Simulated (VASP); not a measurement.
# InSb (P4/mmm) in VASP: a series of runs, part 3 of 3

VASP 6.6.1. The steps go on from the part before.

### 4 Single point, PBEsol (26.98 Å³/atom)

This run uses another cell than the first one, of 26.98 Å³/atom.

INCAR

```
ALGO = Normal
EDIFF = 1E-6
ENCUT = 500
GGA = PS
GGA_COMPAT = F
ISIF = 2
ISMEAR = 0
LASPH = T
LCHARG = F
LREAL = F
LWAVE = F
NBANDS = 16
NELM = 120
PREC = Accurate
SIGMA = 0.15
```

KPOINTS

```
k-points
0
Gamma
  16 16 8
```

POSCAR

```
InSb
1.0
    2.8188345037      0.0000000000      0.0000000000
    0.0000000000      2.8188345037      0.0000000000
    0.0000000000      0.0000000000      6.7897266689
In Sb
1 1
Direct
    0.0000000000      0.0000000000      0.0000000000
    0.0000000000      0.0000000000      0.5000000000
```

Potentials or basis: VASP PAW PBE potentials, release 64 (In_d, Sb).

Started as:

```sh
$ cat potpaw_PBE.64/In_d/POTCAR potpaw_PBE.64/Sb/POTCAR > POTCAR
$ mpirun -np 1 vasp_std > vasp.out
```

OUTCAR:

```text
EDIFF = 1E-6
   ENCUT = 500
   GGA = PS
   ISIF = 2
   ISMEAR = 0
   LASPH = T
   LREAL = F
   NELM = 120
   PREC = Accurate

 ion  position               nearest neighbor table
   1  0.000  0.000  0.000-   2 3.39   2 3.39
   2  0.000  0.000  0.500-   1 3.39   1 3.39

  LATTYP: Found a simple tetragonal cell.
 ALAT       =     2.8188345037
 C/A-ratio  =     2.4086999999

  Lattice vectors:

 A1 = (   2.8188345037,   0.0000000000,   0.0000000000)
 A2 = (   0.0000000000,   2.8188345037,   0.0000000000)
 A3 = (   0.0000000000,   0.0000000000,   6.7897266689)

Analysis of symmetry for initial positions (statically):
=====================================================================
 Subroutine PRICEL returns:
 Original cell was already a primitive cell.

 Routine SETGRP: Setting up the symmetry group for a
 simple tetragonal supercell.

 Subroutine GETGRP returns: Found 16 space group operations
 (whereof 16 operations were pure point group operations)
 out of a pool of 16 trial point group operations.

The static configuration has the point symmetry D_4h.

Analysis of symmetry for dynamics (positions and initial velocities):
=====================================================================
 Subroutine PRICEL returns:
 Original cell was already a primitive cell.

 Routine SETGRP: Setting up the symmetry group for a
 simple tetragonal supercell.

 Subroutine GETGRP returns: Found 16 space group operations
 (whereof 16 operations were pure point group operations)
 out of a pool of 16 trial point group operations.

The dynamic configuration has the point symmetry D_4h.

 Subroutine INISYM returns: Found 16 space group operations
 (whereof 16 operations are pure point group operations),
 and found     1 'primitive' translations

----------------------------------------------------------------------------------------

                                     Primitive cell

  volume of cell :      53.9500

  direct lattice vectors                    reciprocal lattice vectors
     2.818834504  0.000000000  0.000000000     0.354756549  0.000000000  0.000000000
     0.000000000  2.818834504  0.000000000     0.000000000  0.354756549  0.000000000
     0.000000000  0.000000000  6.789726669     0.000000000  0.000000000  0.147281334

  length of vectors
     2.818834504  2.818834504  6.789726669     0.354756549  0.354756549  0.147281334

  position of ions in fractional coordinates (direct lattice)
     0.000000000  0.000000000  0.000000000
     0.000000000  0.000000000  0.500000000

  ion indices of the primitive-cell ions
   primitive index   ion index
                 1           1
                 2           2

----------------------------------------------------------------------------------------

 KPOINTS: k-points

Automatic generation of k-mesh.
 Grid dimensions read from file:
 generate k-points for:   16   16    8

 Generating k-lattice:

  Cartesian coordinates                     Fractional coordinates (reciprocal lattice)
     0.022172284  0.000000000  0.000000000     0.062500000  0.000000000  0.000000000
     0.000000000  0.022172284  0.000000000     0.000000000  0.062500000  0.000000000
     0.000000000  0.000000000  0.018410167     0.000000000  0.000000000  0.125000000

  Length of vectors
     0.022172284  0.022172284  0.018410167

  Shift w.r.t. Gamma in fractional coordinates (k-lattice)
     0.000000000  0.000000000  0.000000000

 Subroutine IBZKPT returns following result:
 ===========================================

 Found    225 irreducible k-points:

 Following reciprocal coordinates:
            Coordinates               Weight
  0.000000  0.000000  0.000000      1.000000
  0.062500  0.000000  0.000000      4.000000
  0.125000  0.000000  0.000000      4.000000
  0.187500  0.000000  0.000000      4.000000
  0.250000  0.000000  0.000000      4.000000
  0.312500  0.000000  0.000000      4.000000
[... 16 lines left out ...]
  0.437500  0.125000  0.000000      8.000000
  0.500000  0.125000  0.000000      4.000000
 [... further k-points ...]
   k-points           NKPTS =    225   k-points in BZ     NKDIM =    225   number of bands    NBANDS=     16
   number of dos      NEDOS =    301   number of ions     NIONS =      2
   total plane-waves  NPLWV =  28800
   dimension x,y,z NGX =    24 NGY =   24 NGZ =   50
   dimension x,y,z NGXF=    48 NGYF=   48 NGZF=  100
   ions per type =               1   1
   NGX,Y,Z   is equivalent  to a cutoff of  14.15, 14.15, 12.24 a.u.
   NGXF,Y,Z  is equivalent  to a cutoff of  28.31, 28.31, 24.48 a.u.
 SYSTEM =  unknown system
   PREC   = accura    normal or accurate (medium, high low for compatibility)
   ISTART =      0    job   : 0-new  1-cont  2-samecut
   ICHARG =      2    charge: 1-file 2-atom 10-const
   ISPIN  =      1    spin polarized calculation?
   LNONCOLLINEAR =      F non collinear calculations
   LSORBIT =      F    spin-orbit coupling
   LASPH  =      T    aspherical Exc in radial PAW
   ENCUT  =  500.0 eV  36.75 Ry    6.06 a.u.   5.14  5.14 12.38*2*pi/ulx,y,z
   NELM   =    120;   NELMIN=  2; NELMDL= -5     # of ELM steps
   EDIFF  = 0.1E-05   stopping-criterion for ELM
   LREAL  =      F    real-space projection
   EDIFFG = 0.1E-04   stopping-criterion for IOM
   NSW    =      0    number of steps for IOM
   IBRION =     -1    ionic relax: 0-MD 1-quasi-New 2-CG
   NFREE  =      0    steps in history (QN), initial steepest desc. (CG)
   ISIF   =      2    stress and relaxation
   ISYM   =      2    0-nonsym 1-usesym 2-fastsym
   POTIM  = 0.5000    time-step for ionic-motion
   TEBEG  =    0.0;   TEEND  =   0.0 temperature during run
   PSTRESS=    0.0 pullay stress
   NELECT =      18.0000    total number of electrons
   NUPDOWN=      -1.0000    fix difference up-down
   EMIN   =  10.00;   EMAX   =-10.00  energy-range for DOS
   EFERMI =   0.00;   METHOD = LEGACY
   ISMEAR =     0;   SIGMA  =   0.15  broadening in eV -4-tet -1-fermi 0-gaus
   EFERMI_NEDOS =   21; number of points for ismear=-14 and -15
   IALGO  =     38    algorithm
   IMIX   =      4    mixing-type and parameters
     AMIX     =   0.40;   BMIX     =  1.00
     AMIX_MAG =   1.60;   BMIX_MAG =  1.00
  volume/ion in A,a.u.               =      26.98       182.04
  Fermi-wavevector in a.u.,A,eV,Ry     =   1.135451  2.145692 17.541307  1.289250
  Thomas-Fermi vector in A             =   2.272156
   LORBIT       =      0    0 simple, 1 ext, 2 COOP (PROOUT), +10 PAW based schemes
   GGA     = PS    functional components
   LHFCALC =     F    Hartree Fock is set to
   AEXX    =    0.0000 exact exchange contribution
   IVDW    =     0    specifies the selected vdW correction
   LEPSILON=     F    determine dielectric tensor
   LRPA    =     F    only Hartree local field effects (RPA)
 non-spin polarized calculation
 Gauss-broadening in eV      SIGMA  =   0.15
  energy-cutoff  :      500.00
  volume of cell :       53.95
 maximum number of plane-waves:      1388
 NGX is ok and might be reduce to    24
   NGX = 11   NGY = 11   NGZ = 25

 number of electron      18.0000002 magnetization

 Free energy of the ion-electron system (eV)
  ---------------------------------------------------
  ext. energy  EPLUGINS =         0.00000000
  ---------------------------------------------------
  free energy    TOTEN  =        -7.00724783 eV

  energy without entropy =       -6.99381674  energy(sigma->0) =       -7.00053228

 E-fermi :   7.5608     XC(G=0): -10.1424

 val. band max:        7.5547525435   @ k =   0.3125   0.3125   0.1250
 cond. band min:       7.5653871727   @ k =   0.1875   0.0000   0.3750
 fundamental gap:      0.0106346292
 Fermi energy:         7.5607930361

 k-point     1 :       0.0000    0.0000    0.0000
  band No.  band energies     occupation
      1      -7.9036      2.00000
      2      -7.4755      2.00000
      3      -6.8255      2.00000
      4      -6.8255      2.00000
      5      -6.6456      2.00000
      6      -5.2514      2.00000
[... 8 lines left out ...]
     15      18.1147      0.00000
     16      18.9895      0.00000
[... 419 lines left out ...]
 k-point    24 :       0.5000    0.1250    0.0000
  band No.  band energies     occupation
      1      -7.4379      2.00000
      2      -7.2904      2.00000
      3      -7.0909      2.00000
      4      -6.8510      2.00000
      5      -6.6970      2.00000
      6      -1.0825      2.00000
[... 8 lines left out ...]
     15      17.6714      0.00000
     16      18.0438      0.00000

 [... further k-points ...]

------------------------ aborting loop because EDIFF is reached ----------------------------------------

  FORCE on cell =-STRESS in cart. coord.  units (eV):
  Direction    XX          YY          ZZ          XY          YZ          ZX
  --------------------------------------------------------------------------------------
  -------------------------------------------------------------------------------------
  Total        4.4263541      4.4263541     -2.1067641      0.0000000      0.0000000      0.0000000
  in kB      131.4514208    131.4514208    -62.5655180      0.0000000      0.0000000      0.0000000
  external PRESSURE =      66.7791079 kB  Pullay stress =       0.0000000 kB

 VOLUME and BASIS-vectors are now :
 -----------------------------------------------------------------------------
  energy-cutoff  :      500.00
  volume of cell :       53.95
      direct lattice vectors                 reciprocal lattice vectors
     2.818834504  0.000000000  0.000000000     0.354756549  0.000000000  0.000000000
     0.000000000  2.818834504  0.000000000     0.000000000  0.354756549  0.000000000
     0.000000000  0.000000000  6.789726669     0.000000000  0.000000000  0.147281334

 POSITION                                       TOTAL-FORCE (eV/Angst)
 -----------------------------------------------------------------------------------
      0.00000      0.00000      0.00000         0.000000      0.000000      0.000000
      0.00000      0.00000      3.39486         0.000000      0.000000      0.000000
 -----------------------------------------------------------------------------------
    total drift:                                0.000000     -0.000000      0.000000

  FREE ENERGIE OF THE ION-ELECTRON SYSTEM (eV)
  ---------------------------------------------------
  free  energy   TOTEN  =        -7.0072478262 eV

  energy  without entropy=       -6.9938167367  energy(sigma->0) =       -7.00053228
```

OSZICAR:

```text
N       E                     dE             d eps       ncg     rms          rms(c)
DAV:   1     0.110441393955E+03    0.11044E+03   -0.78721E+03  7200   0.117E+03
DAV:   2    -0.446051246794E+00   -0.11089E+03   -0.10750E+03  8176   0.290E+02
DAV:   3    -0.689483383721E+01   -0.64488E+01   -0.63982E+01  9392   0.703E+01
DAV:   4    -0.705853240291E+01   -0.16370E+00   -0.16366E+00  9072   0.121E+01
DAV:   5    -0.706643396378E+01   -0.79016E-02   -0.79014E-02 10656   0.222E+00    0.393E+00
DAV:   6    -0.701993344012E+01    0.46501E-01   -0.62481E-02  9504   0.420E+00    0.210E+00
DAV:   7    -0.700777191172E+01    0.12162E-01   -0.30442E-02  9832   0.253E+00    0.391E-01
DAV:   8    -0.700724037094E+01    0.53154E-03   -0.27908E-03  9248   0.652E-01    0.777E-02
DAV:   9    -0.700724934522E+01   -0.89743E-05   -0.10076E-04 10976   0.991E-02    0.487E-02
DAV:  10    -0.700724924138E+01    0.10384E-06   -0.18726E-05  8512   0.343E-02    0.735E-03
DAV:  11    -0.700724802259E+01    0.12188E-05   -0.26805E-06  8728   0.217E-02    0.413E-03
DAV:  12    -0.700724782620E+01    0.19639E-06   -0.24576E-07  5040   0.337E-03
   1 F= -.70072478E+01 E0= -.70005323E+01  d E =-.134311E-01
```

stdout:

```text
POSCAR found type information on POSCAR InSb
 POSCAR found :  2 types and       2 ions
 scaLAPACK will be used
 -----------------------------------------------------------------------------
|                                                                             |
|                                                                             |
|     You enforced a specific xc type in the INCAR file but a different       |
|     I HOPE YOU KNOW WHAT YOU ARE DOING!                                     |
|                                                                             |
 -----------------------------------------------------------------------------

 LDA part: xc-table for (Slater+PW92), standard interpolation
 POSCAR, INCAR and KPOINTS ok, starting setup
 FFT: planning ... GRIDC
 FFT: planning ... GRID_SOFT
 FFT: planning ... GRID
 WAVECAR not read
 entering main loop
```

Run time: 3.9 min. Hardware: 1 thread of Intel Xeon 8259CL, shared host; peak memory 0.32 GiB.

What came out:

| Item | Value |
| --- | --- |
| Free energy | -7.0072 eV |
| Pressure | 6.7 GPa |
| Band gap on the k mesh | zero (bands 9 and 10 overlap by 4.65 eV) |

Levels at points of the mesh, in eV from the Fermi level:
| k point | band 5 | band 6 | band 7 | band 8 | band 9 | band 10 | band 11 | band 12 | band 13 | band 14 |
| --- | --- | --- | --- | --- | --- | --- | --- | --- | --- | --- |
| (0.00, 0.00, 0.00) | -14.21 | -12.81 | -8.33 | -5.14 | 2.15 | 5.95 | 5.98 | 5.98 | 9.02 | 10.55 |
| (0.50, 0.00, 0.00) | -14.28 | -8.94 | -6.06 | -3.41 | -2.73 | -1.81 | 2.63 | 5.71 | 9.35 | 9.45 |
| (0.50, 0.50, 0.00) | -13.86 | -4.56 | -3.18 | -3.18 | 0.78 | 0.78 | 1.45 | 2.08 | 2.74 | 6.02 |
| (0.00, 0.00, 0.50) | -14.21 | -12.76 | -8.91 | -2.85 | -1.41 | 6.04 | 6.04 | 9.02 | 10.19 | 10.19 |
| (0.50, 0.00, 0.50) | -14.27 | -8.93 | -5.97 | -4.22 | -3.05 | 0.66 | 2.44 | 4.45 | 5.52 | 9.41 |
| (0.50, 0.50, 0.50) | -13.86 | -4.56 | -3.12 | -3.12 | 0.40 | 0.51 | 0.51 | 2.84 | 4.83 | 5.13 |

Caveat: the cell stands under pressure; the PAW data sets were made with another functional, which shifts forces and pressure a little; spin-orbit coupling is left out, which moves the levels of the heavy elements.

### 5 Single point, PBEsol (26.97 Å³/atom)

This run uses another cell than the first one, of 26.97 Å³/atom.

INCAR

```
SYSTEM = InSb
  PREC = Accurate
  ENCUT = 500
  EDIFF = 1E-6
  ISMEAR = 0
  SIGMA = 0.15
  LREAL = .False.
  LASPH = .True.
  NELM = 120
  ALGO = Normal
  ISIF = 2
  LWAVE = .False.
  LCHARG = .False.
  GGA = PS
  NBANDS = 16
  GGA_COMPAT = .False.
```

KPOINTS

```
regular mesh
0
Gamma
  16 16 8
  0 0 0
```

POSCAR

```
InSb
1.0
    3.1824576165      0.0000000000      0.0000000000
    0.0000000000      3.1824576165      0.0000000000
    0.0000000000      0.0000000000      5.3267975586
In Sb
1 1
Direct
    0.0000000000      0.0000000000      0.0000000000
    0.0000000000      0.0000000000      0.5000000000
```

Started as:

```sh
$ cat potpaw_PBE.64/In_d/POTCAR potpaw_PBE.64/Sb/POTCAR > POTCAR
$ mpirun -np 1 vasp_std > vasp.out
```

Wall time 2.9 min (1 thread of Intel Xeon 8259CL, shared host); peak memory 0.31 GiB.

It converged, with:

- Free energy: -6.8981 eV
- Pressure: 6.3 GPa
- Band gap on the k mesh: zero (bands 9 and 10 overlap by 5.15 eV)

Stress tensor (GPa, compression positive):
```
-2.70  0.00  0.00
 0.00 -2.70  0.00
 0.00  0.00 24.30
```

Levels at points of the mesh, in eV from the Fermi level:
| k point | band 6 | band 7 | band 8 | band 9 | band 10 | band 11 | band 12 | band 13 |
| --- | --- | --- | --- | --- | --- | --- | --- | --- |
| (0.00, 0.00, 0.00) | -11.92 | -5.59 | -5.15 | 2.81 | 2.81 | 6.83 | 7.40 | 8.67 |
| (0.50, 0.00, 0.00) | -9.63 | -5.40 | -3.35 | -2.55 | -0.63 | 3.22 | 4.59 | 9.71 |
| (0.50, 0.50, 0.00) | -7.29 | -3.49 | -3.49 | -1.67 | 0.93 | 1.55 | 1.55 | 2.17 |
| (0.00, 0.00, 0.50) | -11.66 | -8.74 | 1.62 | 2.28 | 3.42 | 3.42 | 6.70 | 6.70 |
| (0.50, 0.00, 0.50) | -9.55 | -6.03 | -4.64 | -2.64 | 4.02 | 4.74 | 5.17 | 7.74 |
| (0.50, 0.50, 0.50) | -7.34 | -3.40 | -2.82 | -2.82 | -0.29 | -0.29 | 2.79 | 4.13 |

Caveat: the cell stands under pressure; the PAW data sets were made with another functional, which shifts forces and pressure a little; spin-orbit coupling is left out, which moves the levels of the heavy elements.

### 6 The runs side by side

| cell | gap on the mesh (eV) | pressure (GPa) |
| --- | --- | --- |
| a = 2.865, b = 2.865, c = 6.300 Å, 2 atoms | none | 6.7 |
| a = 3.044, b = 3.044, c = 5.580 Å, 2 atoms | none | 6.1 |
| a = 2.819, b = 2.819, c = 6.790 Å, 2 atoms | none | 6.7 |
| a = 3.182, b = 3.182, c = 5.327 Å, 2 atoms | none | 6.3 |

Alike in all rows: task single point; level PBEsol; potentials or basis VASP PAW PBE potentials, release 64 (In_d, Sb); no spin polarisation; k mesh 16 × 16 × 8; cutoff (eV) 500; smearing gaussian 0.15 eV.

Caveats: the cell stands under pressure; the PAW data sets were made with another functional, which shifts forces and pressure a little; spin-orbit coupling is left out, which moves the levels of the heavy elements.

Total energies depend on the potentials used, so only differences within one code and one set of settings carry meaning.
